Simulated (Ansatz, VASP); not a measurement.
# PtS2: VASP beside Ansatz

File POSCAR:

```
PtS2
1.0
    3.3753647651      0.0000000000      0.0000000000
   -1.6876823826      2.9231516336      0.0000000000
    0.0000000000      0.0000000000      5.1227110550
Pt S
1 2
Direct
    0.0000000000      0.0000000000      0.0000000000
    0.3333333333      0.6666666667      0.2560823669
    0.6666666667      0.3333333333      0.7439176331
```

INCAR.step1

```
SYSTEM = PtS2
  ALGO = Normal
  EDIFF = 1E-5
  ENCUT = 520
  GGA = PE
  ISIF = 2
  ISMEAR = 0
  LASPH = .True.
  LREAL = .False.
  LWAVE = .True.
  NBANDS = 18
  NELM = 80
  PREC = Accurate
  SIGMA = 0.01
```

INCAR.step2

```
SYSTEM = PtS2
  ALGO = Normal
  EDIFF = 1E-6
  ENCUT = 520
  GGA = PE
  HFSCREEN = 0.2079
  ISIF = 2
  ISMEAR = 0
  ISTART = 1
  LASPH = .True.
  LCHARG = .True.
  LELF = .True.
  LHFCALC = .True.
  LREAL = .False.
  LVHAR = .True.
  LWAVE = .False.
  NBANDS = 18
  NELM = 80
  PREC = Accurate
  PRECFOCK = Normal
  SIGMA = 0.01
```

Contents of KPOINTS:

```
k-points
0
Gamma
  6 6 4
  0 0 0
```

Input for Ansatz:

```yaml
crystal:
  lattice:
    - [3.3753647651, 0.0, 0.0]
    - [-1.6876823826, 2.9231516336, 0.0]
    - [0.0, 0.0, 5.122711055]
  atoms:
    - { symbol: Pt, position: [0.0, 0.0, 0.0] }
    - { symbol: S, position: [0.3333333333, 0.6666666667, 0.2560823669] }
    - { symbol: S, position: [0.6666666667, 0.3333333333, 0.7439176331] }
kpoints:
  mp_grid: { grid: [6, 6, 4] }
  band_path:
    path:
      - [0.0, 0.0, 0.0]
      - [0.5, 0.0, 0.0]
      - [0.3333333333, 0.3333333333, 0.0]
      - [0.0, 0.0, 0.5]
      - [0.5, 0.0, 0.5]
      - [0.3333333333, 0.3333333333, 0.5]
      - [0.0, 0.25, 0.3333333333]
      - [0.0, 0.195312, 0.286458]
      - [0.28776, 0.28776, 0.0]
    npoints: 1
hamiltonian:
  xc: hse06
scf:
  occupations: { method: fixed }
  n_extra_bands: 4
output:
  forces: true
  stress: true
  eigenvalues: true
```

Change from the starting cell: biaxial_xy strain -5.0%.

Alike in both runs: task single point; functional HSE06; k mesh 6 × 6 × 4; no spin polarisation.

|  | VASP | Ansatz |
| --- | --- | --- |
| version | VASP 6.6.1 | Ansatz 0.2.0 |
| potentials or method | VASP PAW PBE potentials, release 64 (Pt, S) | plane waves, PAW |
| plane-wave cutoff (eV) | 520 | 420 |
| occupations | gaussian, width 0.01 eV | fixed |
| valence electrons in the cell | 22 | 30 |

|  | VASP | Ansatz | Ansatz less VASP |
| --- | --- | --- | --- |
| gap on the k mesh at the Fermi level (eV) | 1.34 | 1.36 | +0.020 |
| pressure (GPa) | 10.7 | 11.2 | +0.54 |
| traceless stress, the component that is largest in VASP (GPa) | -7.77 | -7.85 | -0.079 |
| rms of the force components (eV/Å) | 0.201 | 0.183 | -0.0182 |

Atom by atom the forces differ by 0.018 eV/Å (rms over components). VASP's potentials hold 22 valence electrons a cell and Ansatz's 30, so a difference there can come from the potentials and not from the codes. Ansatz's warnings: stress exchange threshold loose, stress scf threshold loose.

Spin-orbit coupling is off throughout.
